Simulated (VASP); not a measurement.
Wanted: the native input for a VASP 6.6.1 run.

```
Task                   : relaxation of cell and atoms
Functional             : revPBE
Potentials or basis    : VASP PAW PBE potentials, release 64 (Ta_pv)
Cutoff                 : 600 eV
k mesh                 : 13 × 13 × 13
Occupations            : fermi-dirac, width 0.1 eV
Spin                   : no spin polarisation
Dipole correction      : no
Further INCAR settings : ALGO = Normal; EDIFF = 1e-06; IBRION = 2; EDIFFG = -0.01; NSW = 80; ISIF = 3
```

The structure of Ta lies in POSCAR:

```
Ta
1.0
    0.0000000000      2.0825235034      2.0825235034
    2.0825235034      0.0000000000      2.0825235034
    2.0825235034      2.0825235034      0.0000000000
Ta
1
Direct
    0.0000000000      0.0000000000      0.0000000000
```

The input as run:

INCAR

```
SYSTEM = Ta
ALGO     = Normal         ! electronic algorithm
EDIFF    = 1E-6           ! SCF threshold, eV
EDIFFG   = -0.01          ! ionic threshold
ENCUT    = 600            ! plane-wave cutoff, eV
GGA      = RE             ! functional
IBRION   = 2              ! ionic algorithm
ISIF     = 3              ! what is computed and relaxed
ISMEAR   = -1             ! smearing method
LASPH    = .True.         ! aspherical terms in the spheres
LCHARG   = .False.        ! write CHGCAR
LREAL    = .False.        ! projectors in reciprocal space
LWAVE    = .False.        ! write WAVECAR
NELM     = 100            ! most SCF steps
NSW      = 80             ! ionic steps
PREC     = Accurate       ! precision mode
SIGMA    = 0.1            ! smearing width, eV
```

KPOINTS

```
k-points
0
Gamma
  13 13 13
  0 0 0
```

Potentials or basis: VASP PAW PBE potentials, release 64 (Ta_pv).

The run is started by

```console
$ cat potpaw_PBE.64/Ta_pv/POTCAR > POTCAR
$ mpirun -np 1 vasp_std > vasp.out
```

Results of the run:

The relaxed volume is 19.07 Å³/atom, the relaxed cell is a = 2.999 Å, b = 2.999 Å, c = 2.999 Å, α = 60.00°, β = 60.00°, γ = 60.00° and the space group after relaxing (to 0.05 Å) is Fm-3m (No. 225). The energy gained by relaxing is 33.5 meV/atom. The ionic steps are 4 and the pressure after relaxing is 0.0 GPa.

Caveat: the PAW data sets were made with another functional, which shifts forces and pressure a little.

Wall time 18 s on 1 thread of Intel(R) Xeon(R) Platinum 8488C (Sapphire Rapids), with other jobs on the host, peak memory 0.16 GiB.
